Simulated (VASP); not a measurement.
A run of VASP 6.6.1 is set up as follows.

The input INCAR:

```
SYSTEM = LuBe
  PREC = Accurate
  ENCUT = 520
  EDIFF = 1E-7
  ISMEAR = -1
  SIGMA = 0.05
  LREAL = .False.
  LASPH = .True.
  NELM = 100
  ALGO = Normal
  ISIF = 2
  LWAVE = .False.
  LCHARG = .False.
  GGA = CA
  NBANDS = 20
```

File KPOINTS:

```
regular mesh
0
Gamma
  8 8 8
  0 0 0
```

POSCAR

```
LuBe
1.0
    3.2332459675      0.0000000000      0.0000000000
    0.0000000000      3.2332459675      0.0000000000
    0.0000000000      0.0000000000      3.2332459675
Lu Be
1 1
Direct
    0.0000000000      0.0000000000      0.0000000000
    0.5000000000      0.5000000000      0.5000000000
```

Potentials or basis: VASP PAW PBE potentials, release 64 (Lu, Be).

Launch:

```sh
$ cat potpaw_PBE.64/Lu/POTCAR potpaw_PBE.64/Be/POTCAR > POTCAR
$ mpirun -np 1 vasp_std > vasp.out
```

Question: Predict the pressure.

Answer: 0.4 GPa.

Caveat: the PAW data sets were made with another functional, which shifts forces and pressure a little.
